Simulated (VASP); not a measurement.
**Ni: single point with BLYP**

Crystal: Ni.

```
Ni
1.0
     4.06147    0.00000    0.00000
    -2.03074    3.51734    0.00000
     0.00000    0.00000    2.44343
Ni
3
Direct
  0.00000 0.00000 0.00000
  0.33333 0.66667 0.50000
  0.66667 0.33333 0.50000
```

```yaml
Program: VASP 6.6.1
Task: single point
Functional: BLYP
Potentials_or_basis: VASP PAW PBE potentials, release 64 (Ni)
Cutoff: 520 eV
k_mesh: 9 × 9 × 13
Occupations: fermi-dirac, width 0.1 eV
Spin: no spin polarisation
Dipole_correction: no
Further_INCAR_settings: ALGO = Normal; EDIFF = 1e-06; NBANDS = 22
```

* Pressure: 0.2 GPa
* Band gap on the k mesh: zero (band 15 reaches 9.11 eV, above the bottom of band 16 at 8.59 eV)

Levels at points of the mesh, in eV from the Fermi level:
```
           k point  band 14  band 15  band 16  band 17  band 18  band 19
(0.00, 0.00, 0.00)    -0.91     0.04     0.04     6.20     6.20     6.23
```

Run time: 35 s on 1 thread of Intel(R) Xeon(R) 6975P-C (Granite Rapids) (shared host), peak memory 0.17 GiB.

Caveat: the PAW data sets were made with another functional, which shifts forces and pressure a little; the run has no spin polarisation, though such a crystal can be magnetic. Spin polarisation is off, so any magnetic state and its effect on volume and gap are missing.
